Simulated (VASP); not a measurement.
# AgBr (Fm-3m) in VASP: notebook

Runs on AgBr. Level: PBEsol. Tasks: single point, relaxation of the atoms.

Program: VASP 6.6.1. These are calculated values, not measurements. Logs are shortened: lines on timing, memory, paths and dates and some standing lists are left out, and cuts for length are marked.

## Step 1: The cell of the first run

It takes space group Fm-3m (No. 225, cubic). Conventional cell: a = 5.784 Å, b = 5.784 Å, c = 5.784 Å, α = 90.00°, β = 90.00°, γ = 90.00°. Within 3.8 Å of Ag (site symmetry m-3m) lie 6 Br at 2.89 Å. Within 3.8 Å of Br (site symmetry m-3m) lie 6 Ag at 2.89 Å.

## Step 2: Single point, PBEsol

Input file INCAR:

```
SYSTEM = AgBr
PREC = Accurate
ENCUT = 500
EDIFF = 1E-6
ISMEAR = -1
SIGMA = 0.03
LREAL = .False.
LASPH = .True.
NELM = 120
ALGO = Normal
ISIF = 2
LWAVE = .False.
LCHARG = .False.
GGA = PS
NBANDS = 16
GGA_COMPAT = .False.
```

Input file KPOINTS:

```
regular mesh
0
Gamma
  8 8 8
  0 0 0
```

Input file POSCAR:

```
AgBr
1.0
    0.0000000000      2.8921694793      2.8921694793
    2.8921694793      0.0000000000      2.8921694793
    2.8921694793      2.8921694793      0.0000000000
Ag Br
1 1
Direct
    0.0000000000      0.0000000000      0.0000000000
    0.5000000000      0.5000000000      0.5000000000
```

Potentials or basis: VASP PAW PBE potentials, release 64 (Ag, Br).

Launch:

```bash
> cat potpaw_PBE.64/Ag/POTCAR potpaw_PBE.64/Br/POTCAR > POTCAR
> mpirun -np 1 vasp_std > vasp.out
```

OUTCAR:

```text
SYSTEM = AgBr
   PREC = Accurate
   ENCUT = 500
   EDIFF = 1E-6
   ISMEAR = -1
   LREAL = .False.
   LASPH = .True.
   NELM = 120
   ISIF = 2
   GGA = PS

 ion  position               nearest neighbor table
   1  0.000  0.000  0.000-   2 2.89   2 2.89   2 2.89   2 2.89   2 2.89   2 2.89
   2  0.500  0.500  0.500-   1 2.89   1 2.89   1 2.89   1 2.89   1 2.89   1 2.89

  LATTYP: Found a face centered cubic cell.
 ALAT       =     5.7843389586

  Lattice vectors:

 A1 = (   0.0000000000,   2.8921694793,   2.8921694793)
 A2 = (   2.8921694793,   0.0000000000,   2.8921694793)
 A3 = (   2.8921694793,   2.8921694793,   0.0000000000)

Analysis of symmetry for initial positions (statically):
=====================================================================
 Subroutine PRICEL returns:
 Original cell was already a primitive cell.

 Routine SETGRP: Setting up the symmetry group for a
 face centered cubic supercell.

 Subroutine GETGRP returns: Found 48 space group operations
 (whereof 48 operations were pure point group operations)
 out of a pool of 48 trial point group operations.

The static configuration has the point symmetry O_h .

Analysis of symmetry for dynamics (positions and initial velocities):
=====================================================================
 Subroutine PRICEL returns:
 Original cell was already a primitive cell.

 Routine SETGRP: Setting up the symmetry group for a
 face centered cubic supercell.

 Subroutine GETGRP returns: Found 48 space group operations
 (whereof 48 operations were pure point group operations)
 out of a pool of 48 trial point group operations.

The dynamic configuration has the point symmetry O_h .

 Subroutine INISYM returns: Found 48 space group operations
 (whereof 48 operations are pure point group operations),
 and found     1 'primitive' translations

----------------------------------------------------------------------------------------

                                     Primitive cell

  volume of cell :      48.3839

  direct lattice vectors                    reciprocal lattice vectors
     0.000000000  2.892169479  2.892169479    -0.172880602  0.172880602  0.172880602
     2.892169479  0.000000000  2.892169479     0.172880602 -0.172880602  0.172880602
     2.892169479  2.892169479  0.000000000     0.172880602  0.172880602 -0.172880602

  length of vectors
     4.090145302  4.090145302  4.090145302     0.299437986  0.299437986  0.299437986

  position of ions in fractional coordinates (direct lattice)
     0.000000000  0.000000000  0.000000000
     0.500000000  0.500000000  0.500000000

  ion indices of the primitive-cell ions
   primitive index   ion index
                 1           1
                 2           2

----------------------------------------------------------------------------------------

 KPOINTS: regular mesh

Automatic generation of k-mesh.
 Grid dimensions read from file:
 generate k-points for:    8    8    8

 Generating k-lattice:

  Cartesian coordinates                     Fractional coordinates (reciprocal lattice)
    -0.021610075  0.021610075  0.021610075     0.125000000  0.000000000  0.000000000
     0.021610075 -0.021610075  0.021610075     0.000000000  0.125000000  0.000000000
     0.021610075  0.021610075 -0.021610075     0.000000000  0.000000000  0.125000000

  Length of vectors
     0.037429748  0.037429748  0.037429748

  Shift w.r.t. Gamma in fractional coordinates (k-lattice)
     0.000000000  0.000000000  0.000000000

 Subroutine IBZKPT returns following result:
 ===========================================

 Found     29 irreducible k-points:

 Following reciprocal coordinates:
            Coordinates               Weight
  0.000000  0.000000  0.000000      1.000000
  0.125000  0.000000  0.000000      8.000000
  0.250000  0.000000  0.000000      8.000000
  0.375000  0.000000  0.000000      8.000000
  0.500000  0.000000  0.000000      4.000000
  0.125000  0.125000  0.000000      6.000000
[... 16 lines left out ...]
  0.500000  0.250000  0.125000     48.000000
 -0.375000  0.250000  0.125000     24.000000
 [... further k-points ...]
   k-points           NKPTS =     29   k-points in BZ     NKDIM =     29   number of bands    NBANDS=     16
   number of dos      NEDOS =    301   number of ions     NIONS =      2
   total plane-waves  NPLWV =  27000
   dimension x,y,z NGX =    30 NGY =   30 NGZ =   30
   dimension x,y,z NGXF=    60 NGYF=   60 NGZF=   60
   ions per type =               1   1
   NGX,Y,Z   is equivalent  to a cutoff of  12.19, 12.19, 12.19 a.u.
   NGXF,Y,Z  is equivalent  to a cutoff of  24.39, 24.39, 24.39 a.u.
 SYSTEM =  AgBr
   PREC   = accura    normal or accurate (medium, high low for compatibility)
   ISTART =      0    job   : 0-new  1-cont  2-samecut
   ICHARG =      2    charge: 1-file 2-atom 10-const
   ISPIN  =      1    spin polarized calculation?
   LNONCOLLINEAR =      F non collinear calculations
   LSORBIT =      F    spin-orbit coupling
   LASPH  =      T    aspherical Exc in radial PAW
   ENCUT  =  500.0 eV  36.75 Ry    6.06 a.u.   7.46  7.46  7.46*2*pi/ulx,y,z
   NELM   =    120;   NELMIN=  2; NELMDL= -5     # of ELM steps
   EDIFF  = 0.1E-05   stopping-criterion for ELM
   LREAL  =      F    real-space projection
   EDIFFG = 0.1E-04   stopping-criterion for IOM
   NSW    =      0    number of steps for IOM
   IBRION =     -1    ionic relax: 0-MD 1-quasi-New 2-CG
   NFREE  =      0    steps in history (QN), initial steepest desc. (CG)
   ISIF   =      2    stress and relaxation
   ISYM   =      2    0-nonsym 1-usesym 2-fastsym
   POTIM  = 0.5000    time-step for ionic-motion
   TEBEG  =    0.0;   TEEND  =   0.0 temperature during run
   PSTRESS=    0.0 pullay stress
   NELECT =      18.0000    total number of electrons
   NUPDOWN=      -1.0000    fix difference up-down
   EMIN   =  10.00;   EMAX   =-10.00  energy-range for DOS
   EFERMI =   0.00;   METHOD = LEGACY
   ISMEAR =    -1;   SIGMA  =   0.03  broadening in eV -4-tet -1-fermi 0-gaus
   EFERMI_NEDOS =   21; number of points for ismear=-14 and -15
   IALGO  =     38    algorithm
   IMIX   =      4    mixing-type and parameters
     AMIX     =   0.40;   BMIX     =  1.00
     AMIX_MAG =   1.60;   BMIX_MAG =  1.00
  volume/ion in A,a.u.               =      24.19       163.26
  Fermi-wavevector in a.u.,A,eV,Ry     =   1.177421  2.225004 18.862045  1.386321
  Thomas-Fermi vector in A             =   2.313768
   LORBIT       =      0    0 simple, 1 ext, 2 COOP (PROOUT), +10 PAW based schemes
   GGA     = PS    functional components
   LHFCALC =     F    Hartree Fock is set to
   AEXX    =    0.0000 exact exchange contribution
   IVDW    =     0    specifies the selected vdW correction
   LEPSILON=     F    determine dielectric tensor
   LRPA    =     F    only Hartree local field effects (RPA)
 non-spin polarized calculation
  energy-cutoff  :      500.00
  volume of cell :       48.38
 maximum number of plane-waves:      1249
 NGX is ok and might be reduce to    30
   NGX = 15   NGY = 15   NGZ = 15

 number of electron      18.0000004 magnetization

 Free energy of the ion-electron system (eV)
  ---------------------------------------------------
  ext. energy  EPLUGINS =         0.00000000
  ---------------------------------------------------
  free energy    TOTEN  =        -5.67503368 eV

  energy without entropy =       -5.67503196  energy(sigma->0) =       -5.67503282

 E-fermi :   3.5142     XC(G=0):  -9.9715

 val. band max:        3.2208014572   @ k =   0.5000   0.0000   0.0000
 cond. band min:       3.7302990533   @ k =   0.0000   0.0000   0.0000
 fundamental gap:      0.5094975961
 Fermi energy:         3.5141873443

 k-point     1 :       0.0000    0.0000    0.0000
  band No.  band energies     occupation
      1     -11.7452      2.00000
      2       0.4954      2.00000
      3       0.4954      2.00000
      4       0.4968      2.00000
      5       0.4968      2.00000
      6       0.4968      2.00000
[... 8 lines left out ...]
     15      14.7803      0.00000
     16      14.7803      0.00000

 k-point     2 :       0.1250    0.0000    0.0000
  band No.  band energies     occupation
      1     -11.6874      2.00000
      2       0.1114      2.00000
      3       0.1114      2.00000
      4       0.1490      2.00000
      5       0.5382      2.00000
      6       0.5382      2.00000
[... 8 lines left out ...]
     15      14.0147      0.00000
     16      14.3197      0.00000

 k-point     3 :       0.2500    0.0000    0.0000
  band No.  band energies     occupation
      1     -11.5421      2.00000
      2      -0.8425      2.00000
      3      -0.3886      2.00000
      4      -0.3886      2.00000
      5       0.6412      2.00000
      6       0.6412      2.00000
[... 8 lines left out ...]
     15      14.4696      0.00000
     16      14.4696      0.00000

 k-point     4 :       0.3750    0.0000    0.0000
  band No.  band energies     occupation
      1     -11.3872      2.00000
      2      -1.6410      2.00000
      3      -0.7242      2.00000
      4      -0.7242      2.00000
      5       0.7480      2.00000
      6       0.7480      2.00000
[... 8 lines left out ...]
     15      15.5275      0.00000
     16      15.5275      0.00000
[... 324 lines left out ...]
 k-point    22 :       0.3750    0.2500    0.1250
  band No.  band energies     occupation
      1     -11.4504      2.00000
      2      -1.2283      2.00000
      3      -0.4484      2.00000
      4      -0.0840      2.00000
      5       0.5936      2.00000
      6       0.7247      2.00000
[... 8 lines left out ...]
     15      16.5256      0.00000
     16      17.0066      0.00000

 k-point    23 :       0.5000    0.2500    0.1250
  band No.  band energies     occupation
      1     -11.3377      2.00000
      2      -1.4432      2.00000
      3      -0.7245      2.00000
      4      -0.4609      2.00000
      5       0.6821      2.00000
      6       0.7973      2.00000
[... 8 lines left out ...]
     15      16.8186      0.00000
     16      17.0452      0.00000

 k-point    24 :      -0.3750    0.2500    0.1250
  band No.  band energies     occupation
      1     -11.2895      2.00000
      2      -1.5112      2.00000
      3      -0.7573      2.00000
      4      -0.7245      2.00000
      5       0.7447      2.00000
      6       0.8006      2.00000
[... 8 lines left out ...]
     15      15.6318      0.00000
     16      17.3892      0.00000

 [... further k-points ...]
[... 5 lines left out ...]
  --------------------------------------------------------------------------------------
  -------------------------------------------------------------------------------------
  Total       -0.7860276     -0.7860276     -0.7860276     -0.0000000      0.0000000     -0.0000000
  in kB      -26.0283809    -26.0283809    -26.0283809     -0.0000000      0.0000000     -0.0000000
  external PRESSURE =     -26.0283809 kB  Pullay stress =       0.0000000 kB

 VOLUME and BASIS-vectors are now :
 -----------------------------------------------------------------------------
  energy-cutoff  :      500.00
  volume of cell :       48.38
      direct lattice vectors                 reciprocal lattice vectors
     0.000000000  2.892169479  2.892169479    -0.172880602  0.172880602  0.172880602
     2.892169479  0.000000000  2.892169479     0.172880602 -0.172880602  0.172880602
     2.892169479  2.892169479  0.000000000     0.172880602  0.172880602 -0.172880602

 POSITION                                       TOTAL-FORCE (eV/Angst)
 -----------------------------------------------------------------------------------
      0.00000      0.00000      0.00000         0.000000     -0.000000      0.000000
      2.89217      2.89217      2.89217        -0.000000      0.000000     -0.000000
 -----------------------------------------------------------------------------------
    total drift:                               -0.000000      0.000000      0.000000

  FREE ENERGIE OF THE ION-ELECTRON SYSTEM (eV)
  ---------------------------------------------------
  free  energy   TOTEN  =        -5.6750336800 eV

  energy  without entropy=       -5.6750319638  energy(sigma->0) =       -5.67503282
```

Wall time 16 s (1 thread of Intel Xeon Platinum 8375C at 2.90GHz (Ice Lake), shared host); peak memory 0.17 GiB.

What came out:

- Free energy: -5.6750 eV
- Pressure: -2.6 GPa
- Band gap on the k mesh: 0.51 eV, indirect (least direct gap 2.38 eV)

Caveat: the PAW data sets were made with another functional, which shifts forces and pressure a little. A k mesh can miss the band edges.

## Step 3: Relaxation of the atoms, PBEsol

This run uses another cell than the first one, of 9.68 Å³/atom, 0.400 times its volume.

Input file INCAR:

```
PREC = Accurate
ENCUT = 450
EDIFF = 1E-7
ISMEAR = -1
SIGMA = 0.03
LREAL = False
LASPH = True
NELM = 120
ALGO = Normal
ISIF = 2
LWAVE = False
LCHARG = False
GGA = PS
IBRION = 2
NSW = 50
EDIFFG = -0.01
GGA_COMPAT = False
NELMIN = 4
```

Input file KPOINTS:

```
Automatic mesh
0
Gamma
  8 8 8
```

Input file POSCAR:

```
AgBr
1.0
    0.0000000000      2.1309686922      2.1309686922
    2.1309686922      0.0000000000      2.1309686922
    2.1309686922      2.1309686922      0.0000000000
Ag Br
1 1
Direct
    0.0000000000      0.0000000000      0.0000000000
    0.5000000000      0.5000000000      0.5000000000
```

Potentials or basis: VASP PAW PBE potentials, release 64 (Ag, Br).

Launch:

```bash
> cat potpaw_PBE.64/Ag/POTCAR potpaw_PBE.64/Br/POTCAR > POTCAR
> mpirun -np 1 vasp_std > vasp.out
```

Wall time 5.7 s (1 thread of Intel Xeon Platinum 8375C at 2.90GHz (Ice Lake), shared host); peak memory 0.14 GiB.

Results (log left out):

```yaml
Free_energy: 8.8443 eV
Pressure_after_relaxing: 412.4 GPa
Band_gap_on_the_k_mesh: zero (band 9 reaches 22.00 eV, above the bottom of band 10 at 20.97 eV)
```

Final structure:
```cif
data_structure
_symmetry_space_group_name_H-M 'P 1'
_symmetry_Int_Tables_number 1
_cell_length_a 3.0136
_cell_length_b 3.0136
_cell_length_c 3.0136
_cell_angle_alpha 60.000
_cell_angle_beta 60.000
_cell_angle_gamma 60.000
_cell_volume 19.35
loop_
_atom_site_label
_atom_site_type_symbol
_atom_site_fract_x
_atom_site_fract_y
_atom_site_fract_z
_atom_site_occupancy
Ag1 Ag 0.00000 0.00000 0.00000 1
Br1 Br 0.50000 0.50000 0.50000 1
```

Levels at points of the mesh, in eV from the Fermi level:
| k point | band 7 | band 8 | band 9 | band 10 | band 11 | band 12 |
| --- | --- | --- | --- | --- | --- | --- |
| (0.00, 0.00, 0.00) | -6.48 | -6.48 | -6.48 | 3.92 | 5.10 | 9.85 |
| (0.50, 0.00, 0.00) | -7.57 | -1.17 | 0.61 | 0.61 | 3.13 | 3.13 |
| (0.50, 0.50, 0.00) | -8.74 | -8.74 | -6.00 | -0.42 | 5.38 | 12.72 |

Caveat: the relaxation stopped at its first step, so nothing moved; the PAW data sets were made with another functional, which shifts forces and pressure a little.
